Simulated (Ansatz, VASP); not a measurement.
## Two plane-wave programs on C

```xyz
2
Lattice="0.0114 2.1613 3.4415 1.2473 0.0288 3.4274 1.2691 2.1517 0.0103" Properties=species:S:1:pos:R:3 pbc="T T T"
C     1.2413    0.7199    3.4147
C     1.2865    3.6219    3.4645
```

Change from the starting cell: all atoms moved at random, cell strained at random.

Alike in both runs: task single point; functional PBE; k mesh 14 × 14 × 14; occupations gaussian, width 0.02 eV; no spin polarisation.

```csv
,VASP,Ansatz
version,VASP 6.6.1,Ansatz 0.2.0
potentials or method,"VASP PAW PBE potentials, release 64 (C), cutoff 520 eV","scalar-relativistic, plane waves, PAW"
valence electrons in the cell,8,8
```

|  | VASP | Ansatz | Ansatz less VASP |
| --- | --- | --- | --- |
| gap on the k mesh at the Fermi level (eV) | 0.15 | 0.15 | 0.000 |
| least direct gap on the mesh (eV) | 0.36 | 0.36 | 0.000 |
| pressure (GPa) | -4.1 | -4.5 | -0.39 |
| traceless stress, the component that is largest in VASP (GPa) | -12.57 | -12.71 | -0.131 |
| rms of the force components (eV/Å) | 1.617 | 1.612 | -0.0048 |

Atom by atom the forces differ by 0.005 eV/Å (rms over components).
